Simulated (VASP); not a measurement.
A run of VASP 6.6.1 is set up as follows.

INCAR

```
SYSTEM = Al
ALGO = Normal ; EDIFF = 1E-6
ENCUT = 520 ; GGA = RP
ISIF = 2 ; ISMEAR = 0
ISPIN = 2 ; IVDW = 13
LASPH = .True. ; LCHARG = .False.
LORBIT = 11 ; LREAL = .False.
LWAVE = .False. ; MAGMOM = 1
NBANDS = 12 ; NELM = 150
NUPDOWN = 1.0 ; PREC = Accurate
SIGMA = 0.01
```

File KPOINTS:

```
k-points
0
Gamma
  12 12 12
  0 0 0
```

Contents of POSCAR:

```
Al
1.0
   -1.7140883726      1.7140883726      1.7140883726
    1.7140883726     -1.7140883726      1.7140883726
    1.7140883726      1.7140883726     -1.7140883726
Al
1
Direct
    0.0000000000      0.0000000000      0.0000000000
```

Potentials or basis: VASP PAW PBE potentials, release 64 (Al).

Run with:

```bash
$ cat potpaw_PBE.64/Al/POTCAR > POTCAR
$ mpirun -np 1 vasp_std > vasp.out
```

What does it give for the pressure?

-7.0 GPa.

What does it give for the dispersion energy per atom?

-0.549 eV.

Caveat: the PAW data sets were made with another functional, which shifts forces and pressure a little; the total moment is fixed, so each spin has its own Fermi level.
